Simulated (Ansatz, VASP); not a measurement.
**SiC in VASP and in Ansatz**

```
Si C
1.0
     0.00000    2.17400    2.17400
     2.17400    0.00000    2.17400
     2.17400    2.17400    0.00000
Si C
1 1
Direct
  0.95934 0.00000 0.00000
  0.75000 0.75000 0.75000
```

Change from the starting cell: all Si atoms moved +0.125 Å, as atom 1 towards its neighbour atom 1 (Si) at 3.075 Å.

Alike in both runs: task single point; functional LDA; k mesh 12 × 12 × 12; occupations gaussian, width 0.05 eV; no spin polarisation.

|  | VASP | Ansatz |
| --- | --- | --- |
| version | VASP 6.6.1 | Ansatz 0.2.0 |
| potentials or method | VASP PAW LDA potentials, release 64 (Si, C), cutoff 520 eV | scalar-relativistic, plane waves, PAW |
| valence electrons in the cell | 8 | 8 |

|  | VASP | Ansatz | Ansatz less VASP |
| --- | --- | --- | --- |
| gap on the k mesh at the Fermi level (eV) | 0.71 | 0.72 | +0.013 |
| least direct gap on the mesh (eV) | 4.25 | 4.26 | +0.011 |
| pressure (GPa) | -0.7 | -1.0 | -0.38 |
| traceless stress, the component that is largest in VASP (GPa) | 5.76 | 5.72 | -0.037 |
| rms of the force components (eV/Å) | 1.430 | 1.430 | -0.0005 |

LDA's correlation is that of Perdew and Zunger in VASP and of Perdew and Wang (1992) in Ansatz. Atom by atom the forces differ by 0.001 eV/Å (rms over components).
